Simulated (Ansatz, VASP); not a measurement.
One calculation of CoO, two programs

```
Co O
1.0
     2.61615    0.00000    0.00000
     0.00000    2.61615    0.00000
     0.00000    0.00000    2.61615
Co O
1 1
Cartesian
  0.0000 0.0000 0.0000
  1.3081 1.3081 1.3081
```

Alike in both runs: task single point; functional PBE; k mesh 16 × 16 × 16; occupations gaussian, width 0.1 eV; no spin polarisation.

|  | VASP | Ansatz |
| --- | --- | --- |
| version | VASP 6.6.1 | Ansatz 0.2.0 |
| potentials or method | VASP PAW PBE potentials, release 64 (Co, O), cutoff 520 eV | scalar-relativistic, plane waves, PAW |
| valence electrons in the cell | 15 | 23 |

```csv
,VASP,Ansatz,Ansatz less VASP
gap on the k mesh at the Fermi level (eV),none,none,-
pressure (GPa),-14.2,-13.9,+0.28
```

A gap of «none» marks a metal or a gap that the smearing closes. VASP's potentials hold 15 valence electrons a cell and Ansatz's 23, so a difference there can come from the potentials and not from the codes.
